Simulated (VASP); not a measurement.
# Cs in VASP: a series of runs, part 2 of 2

VASP 6.6.1. The steps go on from the part before.

**4. Single point, PBE**

INCAR reads:

```
PREC = Accurate
ENCUT = 520
EDIFF = 1E-6
ISMEAR = -1
SIGMA = 0.05
LREAL = False
LASPH = True
NELM = 80
ALGO = Normal
ISIF = 2
LWAVE = False
LCHARG = True
LDIPOL = True
IDIPOL = 3
DIPOL = 0.5 0.5 0.500
GGA = PE
LELF = True
LVHAR = True
LVACPOTAV = True
NBANDS = 16
```

KPOINTS reads:

```
Automatic mesh
0
Gamma
  6 4 1
```

POSCAR reads:

```
Cs
1.0
    5.4974881302      0.0000000000      0.0000000000
    0.0000000000      8.9059307710      0.0000000000
    0.0000000000      0.0000000000     21.5870000000
Cs
2
Direct
    0.7500000000      0.7500000000      0.4823001324
    0.2500000000      0.2500000000      0.5176998676
```

Potentials or basis: VASP PAW PBE potentials, release 64 (Cs_sv).

Started as:

```
$ cat potpaw_PBE.64/Cs_sv/POTCAR > POTCAR
$ mpirun -np 1 vasp_std > vasp.out
```

OUTCAR:

```text
PREC = Accurate
   ENCUT = 520
   EDIFF = 1E-6
   ISMEAR = -1
   LREAL = False
   LASPH = True
   NELM = 80
   ISIF = 2
   GGA = PE

 ion  position               nearest neighbor table
   1  0.750  0.750  0.482-
   2  0.250  0.250  0.518-

  LATTYP: Found a simple orthorhombic cell.
 ALAT       =     5.4974881302
 B/A-ratio  =     1.6200000000
 C/A-ratio  =     3.9267024300

  Lattice vectors:

 A1 = (   5.4974881302,   0.0000000000,   0.0000000000)
 A2 = (   0.0000000000,   8.9059307710,   0.0000000000)
 A3 = (   0.0000000000,   0.0000000000,  21.5870000000)

Analysis of symmetry for initial positions (statically):
=====================================================================
 Subroutine PRICEL returns:
 Original cell was already a primitive cell.

 Routine SETGRP: Setting up the symmetry group for a
 simple orthorhombic supercell.

 Subroutine GETGRP returns: Found  8 space group operations
 (whereof  2 operations were pure point group operations)
 out of a pool of  8 trial point group operations.

The static configuration has the point symmetry S_2 .
 The point group associated with its full space group is D_2h.

Analysis of symmetry for dynamics (positions and initial velocities):
=====================================================================
 Subroutine PRICEL returns:
 Original cell was already a primitive cell.

 Routine SETGRP: Setting up the symmetry group for a
 simple orthorhombic supercell.

 Subroutine GETGRP returns: Found  8 space group operations
 (whereof  2 operations were pure point group operations)
 out of a pool of  8 trial point group operations.

The dynamic configuration has the point symmetry S_2 .
 The point group associated with its full space group is D_2h.

 Subroutine INISYM returns: Found  8 space group operations
 (whereof  2 operations are pure point group operations),
[... 101 lines left out ...]
   IMIX   =      4    mixing-type and parameters
     AMIX     =   0.40;   BMIX     =  1.00
     AMIX_MAG =   1.60;   BMIX_MAG =  1.00
  volume/ion in A,a.u.               =     528.45      3566.17
  Fermi-wavevector in a.u.,A,eV,Ry     =   0.421199  0.795950  2.413787  0.177408
  Thomas-Fermi vector in A             =   1.383877
   LORBIT       =      0    0 simple, 1 ext, 2 COOP (PROOUT), +10 PAW based schemes
   GGA     = PE    functional components
   LHFCALC =     F    Hartree Fock is set to
   AEXX    =    0.0000 exact exchange contribution
   IVDW    =     0    specifies the selected vdW correction
   LEPSILON=     F    determine dielectric tensor
   LRPA    =     F    only Hartree local field effects (RPA)
 non-spin polarized calculation
  energy-cutoff  :      520.00
  volume of cell :     1056.90
 maximum number of plane-waves:     28505
 NGX is ok and might be reduce to    42
   NGX = 21   NGY = 33   NGZ = 81

 number of electron      18.0000000 magnetization

 dipolmoment           0.000000      0.000000      0.000000 electrons x Angstroem

 Free energy of the ion-electron system (eV)
  ---------------------------------------------------
  ext. energy  EPLUGINS =         0.00000000
  ---------------------------------------------------
  free energy    TOTEN  =        -1.32164750 eV

  energy without entropy =       -1.30174515  energy(sigma->0) =       -1.31169632

 E-fermi :  -1.4284     XC(G=0):  -1.7497

 val. band max:       -1.7943558739   @ k =   0.3333   0.2500   0.0000
 cond. band min:      -1.4256306308   @ k =   0.3333   0.5000   0.0000
 fundamental gap:      0.3687252431
 Fermi energy:        -1.4283826610

 k-point     1 :       0.0000    0.0000    0.0000
  band No.  band energies     occupation
      1     -25.6316      2.00000
      2     -25.6254      2.00000
      3     -12.4830      2.00000
      4     -12.4756      2.00000
      5     -12.4608      2.00000
      6     -12.3940      2.00000
[... 205 lines left out ...]
      3     -12.4748      2.00000
      4     -12.4748      2.00000
      5     -12.4619      2.00000
      6     -12.4619      2.00000
[... 8 lines left out ...]
     15       0.5413      0.00000
     16       0.5413      0.00000

------------------------ aborting loop because EDIFF is reached ----------------------------------------

  FORCE on cell =-STRESS in cart. coord.  units (eV):
  Direction    XX          YY          ZZ          XY          YZ          ZX
  --------------------------------------------------------------------------------------
  -------------------------------------------------------------------------------------
  Total       -0.0422734      0.1286450     -0.0106763      0.0000000      0.0000000      0.0000000
  in kB       -0.0640828      0.1950149     -0.0161844      0.0000000      0.0000000      0.0000000
  external PRESSURE =       0.0382492 kB  Pullay stress =       0.0000000 kB

 VOLUME and BASIS-vectors are now :
 -----------------------------------------------------------------------------
  energy-cutoff  :      520.00
  volume of cell :     1056.90
      direct lattice vectors                 reciprocal lattice vectors
     5.497488130  0.000000000  0.000000000     0.181901257  0.000000000  0.000000000
     0.000000000  8.905930771  0.000000000     0.000000000  0.112284726  0.000000000
     0.000000000  0.000000000 21.587000000     0.000000000  0.000000000  0.046324177

 POSITION                                       TOTAL-FORCE (eV/Angst)
 -----------------------------------------------------------------------------------
      4.12312      6.67945     10.41141         0.000000      0.000000     -0.000069
      1.37437      2.22648     11.17559         0.000000     -0.000000      0.000069
 -----------------------------------------------------------------------------------
    total drift:                                0.000000     -0.000000      0.000000

  FREE ENERGIE OF THE ION-ELECTRON SYSTEM (eV)
  ---------------------------------------------------
  free  energy   TOTEN  =        -1.3216474964 eV

  energy  without entropy=       -1.3017451472  energy(sigma->0) =       -1.31169632

 vacuum level on the upper side and lower side of the slab         0.629         0.629
```

OSZICAR:

```text
N       E                     dE             d eps       ncg     rms          rms(c)
DAV:   1     0.127306743082E+03    0.12731E+03   -0.47488E+03   488   0.645E+02
DAV:   2     0.253227497849E+02   -0.10198E+03   -0.99005E+02   616   0.118E+02
DAV:   3     0.649574958466E-01   -0.25258E+02   -0.25189E+02   512   0.576E+01
DAV:   4    -0.132095332122E+01   -0.13859E+01   -0.13857E+01   528   0.153E+01
DAV:   5    -0.133360397264E+01   -0.12651E-01   -0.12650E-01   552   0.163E+00    0.378E-01
DAV:   6    -0.132998410200E+01    0.36199E-02   -0.72294E-03   536   0.399E-01    0.281E-01
DAV:   7    -0.131905479445E+01    0.10929E-01   -0.32316E-02   496   0.749E-01    0.882E-02
DAV:   8    -0.131841685186E+01    0.63794E-03   -0.20016E-03   536   0.187E-01    0.538E-02
DAV:   9    -0.131904395311E+01   -0.62710E-03   -0.25498E-03   488   0.160E-01    0.430E-02
DAV:  10    -0.131976215710E+01   -0.71820E-03   -0.47903E-04   504   0.693E-02    0.261E-02
DAV:  11    -0.132060424195E+01   -0.84208E-03   -0.34012E-04   432   0.503E-02    0.136E-02
DAV:  12    -0.132132497287E+01   -0.72073E-03   -0.26793E-04   520   0.380E-02    0.985E-03
DAV:  13    -0.132155474988E+01   -0.22978E-03   -0.64318E-05   512   0.274E-02    0.370E-03
DAV:  14    -0.132162162342E+01   -0.66874E-04   -0.25458E-05   488   0.121E-02    0.291E-03
DAV:  15    -0.132163851406E+01   -0.16891E-04   -0.47178E-06   408   0.525E-03    0.742E-04
DAV:  16    -0.132164457045E+01   -0.60564E-05   -0.11153E-06   304   0.347E-03    0.834E-04
DAV:  17    -0.132164744734E+01   -0.28769E-05   -0.40574E-07   400   0.246E-03    0.397E-04
DAV:  18    -0.132164749644E+01   -0.49098E-07   -0.10547E-07   400   0.874E-04
   1 F= -.13216475E+01 E0= -.13116963E+01  d E =-.199023E-01
```

It took 3.1 min on 1 thread of AMD EPYC 9R45 (Zen 5), shared host; peak memory 0.9 GiB.

Results:

- Free energy: -1.3216 eV
- Band gap on the k mesh: zero (bands 9 and 10 overlap by 0.92 eV)

Caveat: spin-orbit coupling is left out, which moves the levels of the heavy elements.

The gap in the log of VASP goes by the Fermi energy; the results here count the filled bands.